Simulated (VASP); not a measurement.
# Pt (P6/mmm) in VASP: a series of runs, part 2 of 2

VASP 6.6.1.

### 3 Single point, PBE (volume scaled by 0.92)

The input, INCAR:

```
SYSTEM = Pt
PREC     = Accurate       ! precision mode
ENCUT    = 520            ! plane-wave cutoff, eV
EDIFF    = 1E-6           ! SCF threshold, eV
ISMEAR   = -1             ! smearing method
SIGMA    = 0.08           ! smearing width, eV
LREAL    = .False.        ! projectors in reciprocal space
LASPH    = .True.         ! aspherical terms in the spheres
NELM     = 80             ! most SCF steps
ALGO     = Normal         ! electronic algorithm
ISIF     = 2              ! what is computed and relaxed
LWAVE    = .False.        ! write WAVECAR
LCHARG   = .True.         ! write CHGCAR
GGA      = PE             ! functional
LELF     = .True.         ! ELF
LVHAR    = .True.       
NBANDS   = 11             ! bands
```

The input, KPOINTS:

```
regular mesh
0
Gamma
  16 16 15
  0 0 0
```

The input, POSCAR:

```
Pt
1.0
    2.6230787120      0.0000000000      0.0000000000
   -1.3115393560      2.2716528008      0.0000000000
    0.0000000000      0.0000000000      2.5995363311
Pt
1
Direct
    0.0000000000      0.0000000000      0.0000000000
```

Potentials or basis: VASP PAW PBE potentials, release 64 (Pt).

Launch:

```
$ cat potpaw_PBE.64/Pt/POTCAR > POTCAR
$ mpirun -np 1 vasp_std > vasp.out
```

OUTCAR:

```text
SYSTEM = Pt
   PREC = Accurate
   ENCUT = 520
   EDIFF = 1E-6
   ISMEAR = -1
   LREAL = .False.
   LASPH = .True.
   NELM = 80
   ISIF = 2
   GGA = PE

 ion  position               nearest neighbor table
   1  0.000  0.000  0.000-

  LATTYP: Found a hexagonal cell.
 ALAT       =     2.6230787120
 C/A-ratio  =     0.9910249049

  Lattice vectors:

 A1 = (   2.6230787120,   0.0000000000,   0.0000000000)
 A2 = (  -1.3115393560,   2.2716528008,   0.0000000000)
 A3 = (   0.0000000000,   0.0000000000,   2.5995363311)

Analysis of symmetry for initial positions (statically):
=====================================================================
 Subroutine PRICEL returns:
 Original cell was already a primitive cell.

 Routine SETGRP: Setting up the symmetry group for a
 hexagonal supercell.

 Subroutine GETGRP returns: Found 24 space group operations
 (whereof 24 operations were pure point group operations)
 out of a pool of 24 trial point group operations.

The static configuration has the point symmetry D_6h.

Analysis of symmetry for dynamics (positions and initial velocities):
=====================================================================
 Subroutine PRICEL returns:
 Original cell was already a primitive cell.

 Routine SETGRP: Setting up the symmetry group for a
 hexagonal supercell.

 Subroutine GETGRP returns: Found 24 space group operations
 (whereof 24 operations were pure point group operations)
 out of a pool of 24 trial point group operations.

The dynamic configuration has the point symmetry D_6h.

 Subroutine INISYM returns: Found 24 space group operations
 (whereof 24 operations are pure point group operations),
 and found     1 'primitive' translations

----------------------------------------------------------------------------------------

                                     Primitive cell

  volume of cell :      15.4899

  direct lattice vectors                    reciprocal lattice vectors
     2.623078712  0.000000000  0.000000000     0.381231412  0.220104058  0.000000000
    -1.311539356  2.271652801  0.000000000     0.000000000  0.440208116  0.000000000
     0.000000000  0.000000000  2.599536331     0.000000000  0.000000000  0.384683987

  length of vectors
     2.623078712  2.623078712  2.599536331     0.440208116  0.440208116  0.384683987

  position of ions in fractional coordinates (direct lattice)
     0.000000000  0.000000000  0.000000000

  ion indices of the primitive-cell ions
   primitive index   ion index
                 1           1

----------------------------------------------------------------------------------------

 KPOINTS: regular mesh

Automatic generation of k-mesh.
 Grid dimensions read from file:
 generate k-points for:   16   16   15

 Generating k-lattice:

  Cartesian coordinates                     Fractional coordinates (reciprocal lattice)
     0.023826963  0.013756504  0.000000000     0.062500000  0.000000000  0.000000000
     0.000000000  0.027513007  0.000000000     0.000000000  0.062500000  0.000000000
     0.000000000  0.000000000  0.025645599     0.000000000  0.000000000  0.066666667

  Length of vectors
     0.027513007  0.027513007  0.025645599

  Shift w.r.t. Gamma in fractional coordinates (k-lattice)
     0.000000000  0.000000000  0.000000000

 Subroutine IBZKPT returns following result:
 ===========================================

 Found    240 irreducible k-points:

 Following reciprocal coordinates:
            Coordinates               Weight
  0.000000  0.000000  0.000000      1.000000
  0.062500  0.000000  0.000000      6.000000
  0.125000  0.000000  0.000000      6.000000
  0.187500 -0.000000  0.000000      6.000000
  0.250000  0.000000  0.000000      6.000000
  0.312500  0.000000  0.000000      6.000000
[... 16 lines left out ...]
  0.187500  0.187500  0.000000      6.000000
  0.250000  0.187500  0.000000     12.000000
 [... further k-points ...]
   k-points           NKPTS =    240   k-points in BZ     NKDIM =    240   number of bands    NBANDS=     11
   number of dos      NEDOS =    301   number of ions     NIONS =      1
   total plane-waves  NPLWV =   8000
   dimension x,y,z NGX =    20 NGY =   20 NGZ =   20
   dimension x,y,z NGXF=    40 NGYF=   40 NGZF=   40
   ions per type =               1
   NGX,Y,Z   is equivalent  to a cutoff of  12.68, 12.68, 12.79 a.u.
   NGXF,Y,Z  is equivalent  to a cutoff of  25.35, 25.35, 25.58 a.u.
 SYSTEM =  Pt
   PREC   = accura    normal or accurate (medium, high low for compatibility)
   ISTART =      0    job   : 0-new  1-cont  2-samecut
   ICHARG =      2    charge: 1-file 2-atom 10-const
   ISPIN  =      1    spin polarized calculation?
   LNONCOLLINEAR =      F non collinear calculations
   LSORBIT =      F    spin-orbit coupling
   LASPH  =      T    aspherical Exc in radial PAW
   ENCUT  =  520.0 eV  38.22 Ry    6.18 a.u.   4.88  4.88  4.83*2*pi/ulx,y,z
   NELM   =     80;   NELMIN=  2; NELMDL= -5     # of ELM steps
   EDIFF  = 0.1E-05   stopping-criterion for ELM
   LREAL  =      F    real-space projection
   EDIFFG = 0.1E-04   stopping-criterion for IOM
   NSW    =      0    number of steps for IOM
   IBRION =     -1    ionic relax: 0-MD 1-quasi-New 2-CG
   NFREE  =      0    steps in history (QN), initial steepest desc. (CG)
   ISIF   =      2    stress and relaxation
   ISYM   =      2    0-nonsym 1-usesym 2-fastsym
   POTIM  = 0.5000    time-step for ionic-motion
   TEBEG  =    0.0;   TEEND  =   0.0 temperature during run
   PSTRESS=    0.0 pullay stress
   NELECT =      10.0000    total number of electrons
   NUPDOWN=      -1.0000    fix difference up-down
   EMIN   =  10.00;   EMAX   =-10.00  energy-range for DOS
   EFERMI =   0.00;   METHOD = LEGACY
   ISMEAR =    -1;   SIGMA  =   0.08  broadening in eV -4-tet -1-fermi 0-gaus
   EFERMI_NEDOS =   21; number of points for ismear=-14 and -15
   IALGO  =     38    algorithm
   IMIX   =      4    mixing-type and parameters
     AMIX     =   0.40;   BMIX     =  1.00
     AMIX_MAG =   1.60;   BMIX_MAG =  1.00
  volume/ion in A,a.u.               =      15.49       104.53
  Fermi-wavevector in a.u.,A,eV,Ry     =   1.414898  2.673769 27.237995  2.001936
  Thomas-Fermi vector in A             =   2.536392
   LORBIT       =      0    0 simple, 1 ext, 2 COOP (PROOUT), +10 PAW based schemes
   GGA     = PE    functional components
   LHFCALC =     F    Hartree Fock is set to
   AEXX    =    0.0000 exact exchange contribution
   IVDW    =     0    specifies the selected vdW correction
   LEPSILON=     F    determine dielectric tensor
   LRPA    =     F    only Hartree local field effects (RPA)
 non-spin polarized calculation
  energy-cutoff  :      520.00
  volume of cell :       15.49
 maximum number of plane-waves:       433
 NGX is ok and might be reduce to    20
   NGX =  9   NGY =  9   NGZ =  9

 number of electron      10.0000002 magnetization

 Free energy of the ion-electron system (eV)
  ---------------------------------------------------
  ext. energy  EPLUGINS =         0.00000000
  ---------------------------------------------------
  free energy    TOTEN  =        -5.90669001 eV

  energy without entropy =       -5.88852318  energy(sigma->0) =       -5.89760660

 E-fermi :  10.6936     XC(G=0): -13.2404

 val. band max:       10.6828303002   @ k =   0.3750  -0.0000   0.0000
 cond. band min:      10.7002508004   @ k =   0.2500   0.1250   0.0000
 fundamental gap:      0.0174205002
 Fermi energy:        10.6936431184

 k-point     1 :       0.0000    0.0000    0.0000
  band No.  band energies     occupation
      1       0.8452      2.00000
      2       4.2273      2.00000
      3       6.9253      2.00000
      4       6.9253      2.00000
      5      11.0815      0.01557
      6      11.0815      0.01557
      7      24.9097      0.00000
      8      26.1059      0.00000
      9      32.7859      0.00000
     10      32.7859      0.00000
     11      33.6033      0.00000

 k-point     2 :       0.0625    0.0000    0.0000
  band No.  band energies     occupation
      1       1.0123      2.00000
      2       4.2861      2.00000
      3       6.8157      2.00000
      4       7.0578      2.00000
      5      10.9315      0.09729
      6      11.0561      0.02131
      7      25.2226      0.00000
      8      26.3854      0.00000
      9      31.2469      0.00000
     10      32.3628      0.00000
     11      34.5000      0.00000
[... 295 lines left out ...]
 k-point    24 :       0.2500    0.1875    0.0000
  band No.  band energies     occupation
      1       4.6667      2.00000
      2       5.2280      2.00000
      3       6.2734      2.00000
      4       8.7343      2.00000
      5      10.1134      1.99859
      6      12.0674      0.00000
      7      20.1963      0.00000
      8      22.9763      0.00000
      9      30.0365      0.00000
     10      32.7956      0.00000
     11      36.0620      0.00000

 [... further k-points ...]
[... 5 lines left out ...]
  --------------------------------------------------------------------------------------
  -------------------------------------------------------------------------------------
  Total        2.1054727      2.1054727      2.0902662      0.0000000      0.0000000      0.0000000
  in kB      217.7765111    217.7765111    216.2036462      0.0000000      0.0000000      0.0000000
  external PRESSURE =     217.2522228 kB  Pullay stress =       0.0000000 kB

 VOLUME and BASIS-vectors are now :
 -----------------------------------------------------------------------------
  energy-cutoff  :      520.00
  volume of cell :       15.49
      direct lattice vectors                 reciprocal lattice vectors
     2.623078712  0.000000000  0.000000000     0.381231412  0.220104058  0.000000000
    -1.311539356  2.271652801  0.000000000     0.000000000  0.440208116  0.000000000
     0.000000000  0.000000000  2.599536331     0.000000000  0.000000000  0.384683987

 POSITION                                       TOTAL-FORCE (eV/Angst)
 -----------------------------------------------------------------------------------
      0.00000      0.00000      0.00000         0.000000      0.000000      0.000000
 -----------------------------------------------------------------------------------
    total drift:                               -0.000000      0.000000     -0.000000

  FREE ENERGIE OF THE ION-ELECTRON SYSTEM (eV)
  ---------------------------------------------------
  free  energy   TOTEN  =        -5.9066900139 eV

  energy  without entropy=       -5.8885231837  energy(sigma->0) =       -5.89760660
```

Run time: 19 s. Hardware: 1 thread of AMD EPYC 9R45 (Zen 5), shared host; peak memory 0.13 GiB.

Results:

- Free energy: -5.9067 eV
- Pressure: 21.7 GPa
- Band gap on the k mesh: zero (band 5 reaches 12.34 eV, above the bottom of band 6 at 9.16 eV)

Caveat: the cell differs from its parent crystal (volume scaled by 0.92); spin-orbit coupling is left out, which moves the levels of the heavy elements.

### 4 Single point, PBE (volume scaled by 0.92)

The input, INCAR:

```
PREC     = Accurate       # precision mode
ENCUT    = 520            # plane-wave cutoff, eV
EDIFF    = 1E-6           # SCF threshold, eV
ISMEAR   = -1             # smearing method
SIGMA    = 0.08           # smearing width, eV
LREAL    = False          # projectors in reciprocal space
LASPH    = True           # aspherical terms in the spheres
NELM     = 60             # most SCF steps
ALGO     = Normal         # electronic algorithm
ISIF     = 2              # what is computed and relaxed
LWAVE    = False          # write WAVECAR
LCHARG   = False          # write CHGCAR
GGA      = PE             # functional
NBANDS   = 11             # bands
```

The input, KPOINTS:

```
regular mesh
0
Gamma
  16 16 15
```

POSCAR is that of step 3.

Launch:

```
$ cat potpaw_PBE.64/Pt/POTCAR > POTCAR
$ mpirun -np 1 vasp_std > vasp.out
```

It took 18 s on 1 thread of AMD EPYC 9R45 (Zen 5), shared host; peak memory 0.13 GiB.

The run converged. Its results:

- Free energy: -5.9067 eV
- Pressure: 21.7 GPa
- Band gap on the k mesh: zero (band 5 reaches 12.34 eV, above the bottom of band 6 at 9.16 eV)

Stress tensor (GPa, compression positive):
```
21.78  0.00  0.00
 0.00 21.78  0.00
 0.00  0.00 21.62
```

Levels at points of the mesh, in eV from the Fermi level:
```csv
k point,band 2,band 3,band 4,band 5,band 6,band 7,band 8,band 9
"(0.00, 0.00, 0.00)",-6.47,-3.77,-3.77,0.39,0.39,14.22,15.41,22.09
"(0.50, 0.00, 0.00)",-5.35,-2.53,-0.24,-0.11,0.93,6.37,14.01,17.53
```

Caveat: the cell differs from its parent crystal (volume scaled by 0.92); spin-orbit coupling is left out, which moves the levels of the heavy elements.

### 5 Single point, PBE

This run uses another cell than the first one, of 16.84 Å³/atom, 1.087 times its volume.

The input, INCAR:

```
SYSTEM = Pt
  PREC = Accurate
  ENCUT = 520
  EDIFF = 1E-6
  ISMEAR = -1
  SIGMA = 0.08
  LREAL = .FALSE.
  LASPH = .TRUE.
  NELM = 100
  ALGO = Normal
  ISIF = 2
  LWAVE = .FALSE.
  LCHARG = .TRUE.
  GGA = PE
  LELF = .TRUE.
  LVHAR = .TRUE.
  NBANDS = 11
```

The input, KPOINTS:

```
regular mesh
0
G
  16 16 15
  0 0 0
```

The input, POSCAR:

```
Pt
1.0
    2.6883656383      0.0000000000      0.0000000000
   -1.3441828192      2.3281929374      0.0000000000
    0.0000000000      0.0000000000      2.6900108913
Pt
1
Direct
    0.0000000000      0.0000000000      0.0000000000
```

Launch:

```
$ cat potpaw_PBE.64/Pt/POTCAR > POTCAR
$ mpirun -np 1 vasp_std > vasp.out
```

Wall time 19 s (1 thread of AMD EPYC 9R45 (Zen 5), shared host); peak memory 0.13 GiB.

The run converged. Its results:

* Free energy: -5.9889 eV
* Pressure: -0.5 GPa
* Band gap on the k mesh: zero (band 5 reaches 10.59 eV, above the bottom of band 6 at 8.04 eV)

Levels at points of the mesh, in eV from the Fermi level:
| k point | band 3 | band 4 | band 5 | band 6 | band 7 | band 8 |
| --- | --- | --- | --- | --- | --- | --- |
| (0.00, 0.00, 0.00) | -3.33 | -3.33 | 0.30 | 0.30 | 13.59 | 15.62 |
| (0.50, 0.00, 0.00) | -2.29 | -0.26 | 0.22 | 0.82 | 5.80 | 13.75 |

Caveat: spin-orbit coupling is left out, which moves the levels of the heavy elements.

### 6 Single point, PBE

This run uses another cell than the first one, of 16.84 Å³/atom, 1.087 times its volume.

The input, INCAR:

```
PREC = Accurate
ENCUT = 520
EDIFF = 1E-7
ISMEAR = -1
SIGMA = 0.08
LREAL = F
LASPH = T
NELM = 80
ALGO = Normal
ISIF = 2
LWAVE = F
LCHARG = T
GGA = PE
LELF = T
LVHAR = T
NBANDS = 11
```

The input, KPOINTS:

```
regular mesh
0
Gamma
  16 16 15
```

POSCAR is that of step 5.

Potentials or basis: VASP PAW PBE potentials, release 64 (Pt).

Launch:

```
$ cat potpaw_PBE.64/Pt/POTCAR > POTCAR
$ mpirun -np 1 vasp_std > vasp.out
```

OUTCAR:

```text
PREC = Accurate
   ENCUT = 520
   EDIFF = 1E-7
   ISMEAR = -1
   LREAL = F
   LASPH = T
   NELM = 80
   ISIF = 2
   GGA = PE

 ion  position               nearest neighbor table
   1  0.000  0.000  0.000-

  LATTYP: Found a hexagonal cell.
 ALAT       =     2.6883656383
 C/A-ratio  =     1.0006119900

  Lattice vectors:

 A1 = (   2.6883656383,   0.0000000000,   0.0000000000)
 A2 = (  -1.3441828192,   2.3281929374,   0.0000000000)
 A3 = (   0.0000000000,   0.0000000000,   2.6900108913)

[... 507 lines left out ...]
      3       5.3160      2.00000
      4       7.4352      2.00000
      5       8.6609      1.99803
      6      10.5152      0.00000
      7      18.3282      0.00000
      8      21.1156      0.00000
      9      28.0616      0.00000
     10      30.1678      0.00000
     11      33.9489      0.00000

 [... further k-points ...]
[... 5 lines left out ...]
  --------------------------------------------------------------------------------------
  -------------------------------------------------------------------------------------
  Total       -0.0540053     -0.0540053     -0.0611101      0.0000000      0.0000000      0.0000000
  in kB       -5.1390817     -5.1390817     -5.8151667      0.0000000      0.0000000      0.0000000
  external PRESSURE =      -5.3644433 kB  Pullay stress =       0.0000000 kB

 VOLUME and BASIS-vectors are now :
 -----------------------------------------------------------------------------
  energy-cutoff  :      520.00
  volume of cell :       16.84
      direct lattice vectors                 reciprocal lattice vectors
     2.688365638  0.000000000  0.000000000     0.371973211  0.214758834  0.000000000
    -1.344182819  2.328192937  0.000000000     0.000000000  0.429517668  0.000000000
     0.000000000  0.000000000  2.690010891     0.000000000  0.000000000  0.371745707

 POSITION                                       TOTAL-FORCE (eV/Angst)
 -----------------------------------------------------------------------------------
      0.00000      0.00000      0.00000         0.000000      0.000000      0.000000
 -----------------------------------------------------------------------------------
    total drift:                               -0.000000      0.000000     -0.000000

  FREE ENERGIE OF THE ION-ELECTRON SYSTEM (eV)
  ---------------------------------------------------
  free  energy   TOTEN  =        -5.9888658058 eV

  energy  without entropy=       -5.9683998550  energy(sigma->0) =       -5.97863283
```

OSZICAR:

```text
N       E                     dE             d eps       ncg     rms          rms(c)
DAV:   1     0.392403276737E+02    0.39240E+02   -0.52960E+03  5352   0.834E+02
DAV:   2    -0.577006614264E+01   -0.45010E+02   -0.43070E+02  6060   0.172E+02
DAV:   3    -0.640357374438E+01   -0.63351E+00   -0.63132E+00  6050   0.196E+01
DAV:   4    -0.640646186091E+01   -0.28881E-02   -0.28879E-02  5787   0.154E+00
DAV:   5    -0.640648958050E+01   -0.27720E-04   -0.27720E-04  6016   0.144E-01    0.981E+00
DAV:   6    -0.602134407467E+01    0.38515E+00   -0.10028E+00  5565   0.761E+00    0.506E+00
DAV:   7    -0.599204323900E+01    0.29301E-01   -0.10480E-01  5943   0.241E+00    0.230E+00
DAV:   8    -0.598909945084E+01    0.29438E-02   -0.51040E-03  5670   0.610E-01    0.493E-01
DAV:   9    -0.598885927093E+01    0.24018E-03   -0.20164E-04  5655   0.124E-01    0.365E-02
DAV:  10    -0.598886588266E+01   -0.66117E-05   -0.70895E-06  5933   0.196E-02    0.117E-02
DAV:  11    -0.598886580584E+01    0.76817E-07   -0.17660E-07  5954   0.357E-03
   1 F= -.59888658E+01 E0= -.59786328E+01  d E =-.204660E-01
```

Run time: 19 s. Hardware: 1 thread of AMD EPYC 9R45 (Zen 5), shared host; peak memory 0.13 GiB.

Results:

| Item | Value |
| --- | --- |
| Free energy | -5.9889 eV |
| Pressure | -0.5 GPa |
| Band gap on the k mesh | zero (band 5 reaches 10.59 eV, above the bottom of band 6 at 8.04 eV) |

Caveat: spin-orbit coupling is left out, which moves the levels of the heavy elements.
